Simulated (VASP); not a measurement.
# Zr3H in VASP: further runs

The runs below take Zr3H through single point, with LDA.

Everything below comes from runs of VASP 6.6.1. Logs are shortened: lines on timing, memory, paths and dates and some standing lists are left out, and cuts for length are marked.

## 1. The cell of the first run

The cell holds a slab with vacuum, 4 atoms: a = 3.123 Å, b = 3.123 Å, c = 21.174 Å, α = 90.00°, β = 90.00°, γ = 90.00°.

## 2. Single point, LDA

The input, INCAR:

```
SYSTEM = Zr3H
ALGO = Normal ; DIPOL = 0.5 0.5 0.309
EDIFF = 1E-7 ; ENCUT = 520
GGA = CA ; IDIPOL = 3
ISIF = 2 ; ISMEAR = 0
LASPH = .TRUE. ; LCHARG = .FALSE.
LDIPOL = .TRUE. ; LREAL = .FALSE.
LWAVE = .FALSE. ; NBANDS = 26
NELM = 60 ; PREC = Accurate
SIGMA = 0.1
```

The input, KPOINTS:

```
k-points
0
G
  9 9 1
  0 0 0
```

The input, POSCAR:

```
Zr3H
1.0
    3.1232946755      0.0000000000      0.0000000000
    0.0000000000      3.1232946755      0.0000000000
    0.0000000000      0.0000000000     21.1739130820
Zr H
3 1
Direct
    0.5000000000      0.5000000000      0.1889117040
    0.0000000000      0.0000000000      0.2874811557
    0.5000000000      0.5000000000      0.3860369621
    1.0000000000      1.0000000000      0.3718685843
```

Potentials or basis: VASP PAW LDA potentials, release 64 (Zr_sv, H).

Started as:

```sh
> cat potpaw_LDA.64/Zr_sv/POTCAR potpaw_LDA.64/H/POTCAR > POTCAR
> mpirun -np 1 vasp_std > vasp.out
```

OUTCAR:

```text
SYSTEM = Zr3H
   EDIFF = 1E-7
   ENCUT = 520
   GGA = CA
   ISIF = 2
   ISMEAR = 0
   LASPH = .TRUE.
   LREAL = .FALSE.
   NELM = 60
   PREC = Accurate

 ion  position               nearest neighbor table
   1  0.500  0.500  0.189-   2 3.04   2 3.04   2 3.04   2 3.04
   2  0.000  0.000  0.287-   4 1.79   3 3.04   3 3.04   3 3.04   3 3.04   1 3.04   1 3.04   1 3.04
                             1 3.04
   3  0.500  0.500  0.386-   4 2.23   4 2.23   4 2.23   4 2.23   2 3.04   2 3.04   2 3.04   2 3.04

   4  0.000  0.000  0.372-   2 1.79   3 2.23   3 2.23   3 2.23   3 2.23

  LATTYP: Found a simple tetragonal cell.
 ALAT       =     3.1232946755
 C/A-ratio  =     6.7793517045

  Lattice vectors:

 A1 = (   3.1232946755,   0.0000000000,   0.0000000000)
 A2 = (   0.0000000000,   3.1232946755,   0.0000000000)
 A3 = (   0.0000000000,   0.0000000000,  21.1739130820)

Analysis of symmetry for initial positions (statically):
=====================================================================
 Subroutine PRICEL returns:
 Original cell was already a primitive cell.

 Routine SETGRP: Setting up the symmetry group for a
 simple tetragonal supercell.

 Subroutine GETGRP returns: Found  8 space group operations
 (whereof  8 operations were pure point group operations)
 out of a pool of 16 trial point group operations.

The static configuration has the point symmetry C_4v.

Analysis of symmetry for dynamics (positions and initial velocities):
=====================================================================
 Subroutine PRICEL returns:
 Original cell was already a primitive cell.

 Routine SETGRP: Setting up the symmetry group for a
 simple tetragonal supercell.

 Subroutine GETGRP returns: Found  8 space group operations
 (whereof  8 operations were pure point group operations)
 out of a pool of 16 trial point group operations.

The dynamic configuration has the point symmetry C_4v.

 Subroutine INISYM returns: Found  8 space group operations
 (whereof  8 operations are pure point group operations),
 and found     1 'primitive' translations

----------------------------------------------------------------------------------------

                                     Primitive cell

  volume of cell :     206.5509

  direct lattice vectors                    reciprocal lattice vectors
     3.123294675  0.000000000  0.000000000     0.320174721  0.000000000  0.000000000
     0.000000000  3.123294675  0.000000000     0.000000000  0.320174721  0.000000000
     0.000000000  0.000000000 21.173913082     0.000000000  0.000000000  0.047227926

  length of vectors
     3.123294675  3.123294675 21.173913082     0.320174721  0.320174721  0.047227926

  position of ions in fractional coordinates (direct lattice)
     0.500000000  0.500000000  0.188911704
     0.000000000  0.000000000  0.287481156
     0.500000000  0.500000000  0.386036962
     0.000000000  0.000000000  0.371868584

  ion indices of the primitive-cell ions
   primitive index   ion index
                 1           1
                 2           2
                 3           3
                 4           4

----------------------------------------------------------------------------------------

 KPOINTS: k-points

Automatic generation of k-mesh.
 Grid dimensions read from file:
 generate k-points for:    9    9    1

 Generating k-lattice:

  Cartesian coordinates                     Fractional coordinates (reciprocal lattice)
     0.035574969  0.000000000  0.000000000     0.111111111  0.000000000  0.000000000
     0.000000000  0.035574969  0.000000000     0.000000000  0.111111111  0.000000000
     0.000000000  0.000000000  0.047227926     0.000000000  0.000000000  1.000000000

  Length of vectors
     0.035574969  0.035574969  0.047227926

  Shift w.r.t. Gamma in fractional coordinates (k-lattice)
     0.000000000  0.000000000  0.000000000

 Subroutine IBZKPT returns following result:
 ===========================================

 Found     15 irreducible k-points:

 Following reciprocal coordinates:
            Coordinates               Weight
  0.000000  0.000000  0.000000      1.000000
  0.111111  0.000000  0.000000      4.000000
  0.222222  0.000000  0.000000      4.000000
  0.333333  0.000000  0.000000      4.000000
  0.444444  0.000000  0.000000      4.000000
  0.111111  0.111111  0.000000      4.000000
  0.222222  0.111111  0.000000      8.000000
  0.333333  0.111111  0.000000      8.000000
  0.444444  0.111111  0.000000      8.000000
  0.222222  0.222222  0.000000      4.000000
  0.333333  0.222222  0.000000      8.000000
  0.444444  0.222222  0.000000      8.000000
  0.333333  0.333333  0.000000      4.000000
  0.444444  0.333333  0.000000      8.000000
  0.444444  0.444444  0.000000      4.000000
   k-points           NKPTS =     15   k-points in BZ     NKDIM =     15   number of bands    NBANDS=     26
   number of dos      NEDOS =    301   number of ions     NIONS =      4
   total plane-waves  NPLWV =  92160
   dimension x,y,z NGX =    24 NGY =   24 NGZ =  160
   dimension x,y,z NGXF=    48 NGYF=   48 NGZF=  320
   ions per type =               3   1
   NGX,Y,Z   is equivalent  to a cutoff of  12.77, 12.77, 12.56 a.u.
   NGXF,Y,Z  is equivalent  to a cutoff of  25.55, 25.55, 25.12 a.u.
 SYSTEM =  Zr3H
   PREC   = accura    normal or accurate (medium, high low for compatibility)
   ISTART =      0    job   : 0-new  1-cont  2-samecut
   ICHARG =      2    charge: 1-file 2-atom 10-const
   ISPIN  =      1    spin polarized calculation?
   LNONCOLLINEAR =      F non collinear calculations
   LSORBIT =      F    spin-orbit coupling
   LASPH  =      T    aspherical Exc in radial PAW
   ENCUT  =  520.0 eV  38.22 Ry    6.18 a.u.   5.81  5.81 39.37*2*pi/ulx,y,z
   NELM   =     60;   NELMIN=  2; NELMDL= -5     # of ELM steps
   EDIFF  = 0.1E-06   stopping-criterion for ELM
   LREAL  =      F    real-space projection
   EDIFFG = 0.1E-05   stopping-criterion for IOM
   NSW    =      0    number of steps for IOM
   IBRION =     -1    ionic relax: 0-MD 1-quasi-New 2-CG
   NFREE  =      0    steps in history (QN), initial steepest desc. (CG)
   ISIF   =      2    stress and relaxation
   ISYM   =      2    0-nonsym 1-usesym 2-fastsym
   POTIM  = 0.5000    time-step for ionic-motion
   TEBEG  =    0.0;   TEEND  =   0.0 temperature during run
   PSTRESS=    0.0 pullay stress
   NELECT =      37.0000    total number of electrons
   NUPDOWN=      -1.0000    fix difference up-down
   EMIN   =  10.00;   EMAX   =-10.00  energy-range for DOS
   EFERMI =   0.00;   METHOD = LEGACY
   ISMEAR =     0;   SIGMA  =   0.10  broadening in eV -4-tet -1-fermi 0-gaus
   EFERMI_NEDOS =   21; number of points for ismear=-14 and -15
   IALGO  =     38    algorithm
   IMIX   =      4    mixing-type and parameters
     AMIX     =   0.40;   BMIX     =  1.00
     AMIX_MAG =   1.60;   BMIX_MAG =  1.00
  volume/ion in A,a.u.               =      51.64       348.47
  Fermi-wavevector in a.u.,A,eV,Ry     =   0.922854  1.743941 11.587534  0.851660
  Thomas-Fermi vector in A             =   2.048427
   LORBIT       =      0    0 simple, 1 ext, 2 COOP (PROOUT), +10 PAW based schemes
   GGA     = CA    functional components
   LHFCALC =     F    Hartree Fock is set to
   AEXX    =    0.0000 exact exchange contribution
   IVDW    =     0    specifies the selected vdW correction
   LEPSILON=     F    determine dielectric tensor
   LRPA    =     F    only Hartree local field effects (RPA)
 non-spin polarized calculation
 Gauss-broadening in eV      SIGMA  =   0.10
  energy-cutoff  :      520.00
  volume of cell :      206.55
 maximum number of plane-waves:      5614
 NGX is ok and might be reduce to    24
   NGX = 11   NGY = 11   NGZ = 79

 dipolmoment           0.000000      0.000000     -0.138175 electrons x Angstroem

 number of electron      37.0000001 magnetization

 dipolmoment           0.000000      0.000000      0.026777 electrons x Angstroem

 Free energy of the ion-electron system (eV)
  ---------------------------------------------------
  ext. energy  EPLUGINS =         0.00000000
  ---------------------------------------------------
  free energy    TOTEN  =       -29.91815966 eV

  energy without entropy =      -29.88953823  energy(sigma->0) =      -29.90384894

 E-fermi :   0.2839     XC(G=0):  -4.7441

 val. band max:        0.2796017925   @ k =   0.0000   0.0000   0.0000
 cond. band min:       0.3176025390   @ k =   0.1111   0.1111   0.0000
 fundamental gap:      0.0380007465
 Fermi energy:         0.2839369996

 k-point     1 :       0.0000    0.0000    0.0000
  band No.  band energies     occupation
      1     -48.4898      2.00000
      2     -48.2476      2.00000
      3     -47.7165      2.00000
      4     -26.9296      2.00000
      5     -26.5921      2.00000
      6     -26.3946      2.00000
[... 18 lines left out ...]
     25       2.9112      0.00000
     26       3.2016      0.00000

 k-point     2 :       0.1111    0.0000    0.0000
  band No.  band energies     occupation
      1     -48.4804      2.00000
      2     -48.2385      2.00000
      3     -47.7116      2.00000
      4     -26.9134      2.00000
      5     -26.6215      2.00000
      6     -26.4695      2.00000
[... 18 lines left out ...]
     25       2.6265      0.00000
     26       3.4114      0.00000

 k-point     3 :       0.2222    0.0000    0.0000
  band No.  band energies     occupation
      1     -48.4564      2.00000
      2     -48.2152      2.00000
      3     -47.6993      2.00000
      4     -26.9103      2.00000
      5     -26.7482      2.00000
      6     -26.5715      2.00000
[... 18 lines left out ...]
     25       2.3592      0.00000
     26       2.9571      0.00000

 k-point     4 :       0.3333    0.0000    0.0000
  band No.  band energies     occupation
      1     -48.4290      2.00000
      2     -48.1883      2.00000
      3     -47.6855      2.00000
      4     -27.0634      2.00000
      5     -26.8406      2.00000
      6     -26.6462      2.00000
[... 18 lines left out ...]
     25       2.4715      0.00000
     26       2.8957      0.00000

 k-point     5 :       0.4444    0.0000    0.0000
  band No.  band energies     occupation
      1     -48.4110      2.00000
      2     -48.1704      2.00000
      3     -47.6767      2.00000
      4     -27.2035      2.00000
      5     -26.8944      2.00000
      6     -26.7794      2.00000
[... 18 lines left out ...]
     25       2.6826      0.00000
     26       3.3720      0.00000

 k-point     6 :       0.1111    0.1111    0.0000
  band No.  band energies     occupation
      1     -48.4712      2.00000
      2     -48.2296      2.00000
      3     -47.7064      2.00000
      4     -26.8966      2.00000
      5     -26.6325      2.00000
      6     -26.4723      2.00000
[... 166 lines left out ...]
 k-point    12 :       0.4444    0.2222    0.0000
  band No.  band energies     occupation
      1     -48.3836      2.00000
      2     -48.1439      2.00000
      3     -47.6496      2.00000
      4     -27.1096      2.00000
      5     -26.8234      2.00000
      6     -26.7585      2.00000
[... 18 lines left out ...]
     25       3.0613      0.00000
     26       3.2226      0.00000

 k-point    13 :       0.3333    0.3333    0.0000
  band No.  band energies     occupation
      1     -48.3766      2.00000
      2     -48.1373      2.00000
      3     -47.6406      2.00000
      4     -26.9386      2.00000
      5     -26.8819      2.00000
      6     -26.6909      2.00000
[... 18 lines left out ...]
     25       2.9353      0.00000
     26       3.7196      0.00000

 k-point    14 :       0.4444    0.3333    0.0000
  band No.  band energies     occupation
      1     -48.3611      2.00000
      2     -48.1222      2.00000
      3     -47.6273      2.00000
      4     -27.0456      2.00000
      5     -26.8998      2.00000
      6     -26.7352      2.00000
[... 18 lines left out ...]
     25       3.5806      0.00000
     26       3.7175      0.00000

 k-point    15 :       0.4444    0.4444    0.0000
  band No.  band energies     occupation
      1     -48.3464      2.00000
      2     -48.1080      2.00000
      3     -47.6127      2.00000
      4     -27.0246      2.00000
      5     -27.0196      2.00000
      6     -26.7095      2.00000
[... 18 lines left out ...]
     25       3.9976      0.00000
     26       4.1269      0.00000

------------------------ aborting loop because EDIFF is reached ----------------------------------------

 vacuum level on the upper side and lower side of the slab       (xc-potential included)         0.234        -0.273

  FORCE on cell =-STRESS in cart. coord.  units (eV):
  Direction    XX          YY          ZZ          XY          YZ          ZX
  --------------------------------------------------------------------------------------
  -------------------------------------------------------------------------------------
  Total       -1.2285384     -1.2285384      4.9048417      0.0000000      0.0000000      0.0000000
  in kB       -9.5295472     -9.5295472     38.0459589      0.0000000      0.0000000      0.0000000
  external PRESSURE =       6.3289548 kB  Pullay stress =       0.0000000 kB

 VOLUME and BASIS-vectors are now :
 -----------------------------------------------------------------------------
  energy-cutoff  :      520.00
  volume of cell :      206.55
      direct lattice vectors                 reciprocal lattice vectors
     3.123294675  0.000000000  0.000000000     0.320174721  0.000000000  0.000000000
     0.000000000  3.123294675  0.000000000     0.000000000  0.320174721  0.000000000
     0.000000000  0.000000000 21.173913082     0.000000000  0.000000000  0.047227926

 POSITION                                       TOTAL-FORCE (eV/Angst)
 -----------------------------------------------------------------------------------
      1.56165      1.56165      4.00000        -0.000000     -0.000000     -0.106906
      0.00000      0.00000      6.08710        -0.000000     -0.000000     -2.499883
      1.56165      1.56165      8.17391         0.000000      0.000000      0.194023
      0.00000      0.00000      7.87391        -0.000000     -0.000000      2.412767
 -----------------------------------------------------------------------------------
    total drift:                                0.000000     -0.000000      0.000095

  FREE ENERGIE OF THE ION-ELECTRON SYSTEM (eV)
  ---------------------------------------------------
  free  energy   TOTEN  =       -29.9181596555 eV

  energy  without entropy=      -29.8895382321  energy(sigma->0) =      -29.90384894

 vacuum level on the upper side and lower side of the slab         4.812         4.279
```

It used 170 s of CPU time on 1 thread of AMD EPYC 7R13 Processor (Zen 3), on a shared host.

Results:

```
Free energy   : -29.9182 eV
Largest force : 2.500 eV/Å
```

Forces on the atoms (eV/Å):
```
Zr   0.000  0.000 -0.107
Zr   0.000  0.000 -2.500
Zr   0.000  0.000  0.194
H    0.000  0.000  2.413
```

Levels at points of the mesh, in eV from the Fermi level:
| k point | band 16 | band 17 | band 18 | band 19 | band 20 | band 21 | band 22 | band 23 |
| --- | --- | --- | --- | --- | --- | --- | --- | --- |
| (0.00, 0.00, 0.00) | -2.49 | -1.35 | -0.20 | 0.00 | 0.46 | 1.10 | 1.10 | 2.37 |

(Continued in part 2 of 2.)
